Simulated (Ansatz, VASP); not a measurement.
## One calculation of WC, two programs

```
CELL_PARAMETERS angstrom
2.88496 0.00000 0.00000
-1.44248 2.49845 0.00000
0.00000 0.00000 2.81157
ATOMIC_POSITIONS crystal
W 0.00000 0.00000 0.00000
C 0.66667 0.33333 0.50000
```

Alike in both runs: functional LDA; k mesh 15 × 15 × 12; occupations fermi-dirac, width 0.15 eV; no spin polarisation.

Ansatz relaxed the structure, and its values are those at the end. VASP's run is a single point on that final structure, the one shown.

|  | VASP | Ansatz |
| --- | --- | --- |
| version | VASP 6.6.1 | Ansatz 0.2.0 |
| potentials or method | VASP PAW LDA potentials, release 64 (W_sv, C_h), cutoff 1300 eV | scalar-relativistic, plane waves, PAW |
| valence electrons in the cell | 18 | 18 |

|  | VASP | Ansatz | Ansatz less VASP |
| --- | --- | --- | --- |
| gap on the k mesh at the Fermi level (eV) | none | none | - |
| pressure (GPa) | 2.5 | 0.0 | -2.52 |

Ansatz warns that its potentials were made for another functional, while VASP's fit it. LDA's correlation is that of Perdew and Zunger in VASP and of Perdew and Wang (1992) in Ansatz. A gap of «none» marks a metal or a gap that the smearing closes.

Spin-orbit coupling is off throughout.
